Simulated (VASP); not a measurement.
**MgO: single point with PBE**

MgO:

```xyz
4
Lattice="0.0000 -2.1269 -2.1269 0.0000 2.1269 -2.1269 4.2538 0.0000 0.0000" Properties=species:S:1:pos:R:3 pbc="T T T"
Mg    2.2394    0.0000   -2.1269
Mg   -0.1125    0.0000    0.0000
O    -0.0155    0.0000   -2.1269
O     2.1425    0.0000    0.0000
```

This cell differs from its parent crystal: mode 9 (400.1 1/cm) frozen in, largest displacement +0.113 Å.

- Program: VASP 6.6.1
- Task: single point
- Functional: PBE
- Potentials or basis: VASP PAW PBE potentials, release 64 (Mg, O)
- Cutoff: 520 eV
- k mesh: 8 × 8 × 6
- Occupations: gaussian, width 0.05 eV
- Spin: no spin polarisation

```json
{"Pressure": "1.5 GPa", "Largest force": "1.702 eV/Å", "Band gap on the k mesh": "4.46 eV, direct"}
```

Forces on the atoms (eV/Å):
```
Mg  -1.702  0.000  0.000
Mg   1.702  0.000  0.000
O    0.217  0.000  0.000
O   -0.217  0.000  0.000
```

Stress tensor (GPa, compression positive):
```
 4.38  0.00  0.00
 0.00 -0.01  0.00
 0.00  0.00 -0.01
```

Levels at points of the mesh, in eV from the valence-band top:
```tsv
k point	band 5	band 6	band 7	band 8	band 9	band 10	band 11	band 12
(0.00, 0.00, 0.00)	-1.31	0.00	0.00	0.00	4.46	9.03	9.64	12.74
(0.50, 0.00, 0.00)	-1.89	-1.89	-0.62	-0.62	9.22	9.22	11.54	11.54
(0.50, 0.50, 0.00)	-1.31	-1.31	-1.28	-1.28	9.11	9.11	9.65	9.65
(0.00, 0.00, 0.50)	-0.79	-0.79	-0.63	-0.63	7.60	7.88	10.50	11.70
(0.50, 0.00, 0.50)	-0.62	-0.62	-0.61	-0.61	7.72	7.72	12.25	12.25
(0.50, 0.50, 0.50)	-2.69	-2.69	-1.69	-1.69	11.11	11.11	11.71	11.71
```

It took 56 s on 1 thread of Intel Xeon 8259CL, with other jobs on the host, peak memory 0.16 GiB.

Caveat: the cell differs from its parent crystal (mode 9 (400.1 1/cm) frozen in, largest displacement +0.113 Å); forces of over 1 eV/Å act on the atoms, so gaps and moduli don't describe the material at rest.
